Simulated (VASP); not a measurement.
Crystal: ScTa2N3.

```
Sc Ta N
1.0
     4.02308    0.00000    0.00000
    -2.01154    3.48409    0.00000
     0.00000    0.00000    6.39968
Sc Ta N
1 2 3
Direct
  0.00000 0.00000 0.00000
  0.66667 0.33333 0.74728
  0.33333 0.66667 0.25272
  0.66667 0.33333 0.35208
  0.33333 0.66667 0.64792
  0.00000 0.00000 0.50000
```

```yaml
Program: VASP 6.6.1
Task: relaxation of cell and atoms
Functional: PBE
Potentials_or_basis: VASP PAW PBE potentials, release 64 (Sc_sv, Ta_pv, N)
Cutoff: 600 eV
k_mesh: 6 × 6 × 4
Occupations: gaussian, width 0.1 eV
Spin: no spin polarisation
```

At the start: pressure -22.9 GPa; volume 14.95 Å³/atom.

Task: Where does the relaxation end?

Result: Over 34 steps the energy falls by 2682.5 meV/atom and the volume is 10.95 Å³/atom (-26.7 %); space group P-3m1 (No. 164, to 0.05 Å).

Step by step:
| step | energy change (eV) | largest force (eV/Å) | pressure (GPa) | volume (Å³) |
| --- | --- | --- | --- | --- |
| 1 | 0.0000 | 6.7397 | -22.93 | 89.70 |
| 2 | -5.3146 | 5.8503 | 35.48 | 64.67 |
| 3 | -5.3085 | 5.9711 | 37.12 | 64.39 |
| 4 | -8.3119 | 7.0633 | 45.64 | 63.61 |
| 5 | -8.5857 | 7.6437 | 50.28 | 63.36 |
| 6 | -11.2723 | 1.7643 | -6.80 | 73.52 |
| 7 | -11.2761 | 1.6294 | -8.20 | 73.93 |
| 8 | -11.4964 | 1.5122 | -5.80 | 72.26 |
| 9 | -11.9254 | 1.4834 | 4.95 | 67.37 |
| 10 | -11.6015 | 1.7433 | 46.50 | 58.20 |
| 11 | -12.0056 | 1.5771 | 14.17 | 64.59 |
| 12 | -12.1674 | 1.4091 | 11.68 | 64.71 |
| 13 | -12.5830 | 0.8451 | 5.62 | 65.05 |
| 14 | -12.9888 | 0.8740 | -2.09 | 65.66 |
| 15 | -13.1704 | 1.4950 | -2.39 | 65.68 |
| 16 | -13.2620 | 3.6213 | -1.30 | 65.61 |
| 17 | -13.3120 | 2.7447 | -2.15 | 65.66 |
| 18 | -13.6469 | 2.8963 | -1.14 | 65.48 |
| 19 | -14.5227 | 3.2430 | 2.49 | 64.76 |
| 20 | -15.2175 | 3.6650 | 14.43 | 62.57 |
| 21 | -15.7756 | 2.2495 | -0.34 | 65.37 |
| 22 | -15.8812 | 1.4966 | -7.22 | 67.00 |
| 23 | -15.8836 | 1.4018 | -8.07 | 67.22 |
| 24 | -16.0153 | 0.6173 | -1.95 | 65.76 |
| 25 | -16.0281 | 0.2785 | 0.98 | 65.16 |
| 26 | -16.0451 | 0.2838 | 0.47 | 65.31 |
| 27 | -16.0736 | 0.3631 | -0.94 | 65.74 |
| 28 | -16.0616 | 0.4127 | -3.12 | 66.53 |
| 29 | -16.0799 | 0.4396 | -1.71 | 65.99 |
| 30 | -16.0926 | 0.1432 | 1.46 | 65.31 |
| 31 | -16.0926 | 0.1510 | 1.39 | 65.32 |
| 32 | -16.0943 | 0.1356 | -0.22 | 65.72 |
| 33 | -16.0951 | 0.0501 | 0.32 | 65.58 |
| 34 | -16.0952 | 0.0208 | -0.24 | 65.71 |

Final structure:
```xyz
6
Lattice="3.1426 0.0000 0.0000 -1.5713 2.7216 0.0000 0.0000 0.0000 7.6832" Properties=species:S:1:pos:R:3 pbc="T T T"
Sc    0.0000    0.0000    0.0000
Ta    1.5713    0.9072    5.0913
Ta    0.0000    1.8144    2.5919
N     1.5713    0.9072    1.3404
N     0.0000    1.8144    6.3428
N     0.0000    0.0000    3.8416
```

Caveat: the volume moved by over 15 % at a fixed basis, so the end points are rough.
